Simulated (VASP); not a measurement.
Runs of VASP 6.6.1 on MnHg. It takes space group P4/mmm (No. 123, tetragonal). The conventional cell has a = 3.288 Å, b = 3.288 Å, c = 3.313 Å, α = 90.00°, β = 90.00°, γ = 90.00°. Mn (site symmetry 4/mmm) has 8 Hg at 2.85 Å and 6 Mn at 3.29 to 3.31 Å within 3.8 Å. Hg (site symmetry 4/mmm) has 8 Mn at 2.85 Å and 6 Hg at 3.29 to 3.31 Å within 3.8 Å. 

| spin | fixed moment (μB) | pressure (GPa) | moment (μB) |
| --- | --- | --- | --- |
| collinear, ferrimagnetic start | 3.75 | 1.3 | 3.75 |
| collinear, ferromagnetic start | 4.38 | 6.4 | 4.38 |
| collinear, ferromagnetic start | - | 2.4 | (b) |
| collinear, ferrimagnetic start | 0.62 | (a) | 0.62 |

Alike in all rows: task single point; level PBE; potentials or basis VASP PAW PBE potentials, release 64 (Mn_pv, Hg); cell as given; k mesh 12 × 12 × 12; cutoff (eV) 520; smearing gaussian 0.1 eV.

**Question.** Fill in the values left out.

**Answer.** (a) -12.5; (b) 3.89.

Caveats: the total moment is fixed, so each spin has its own Fermi level (some runs).
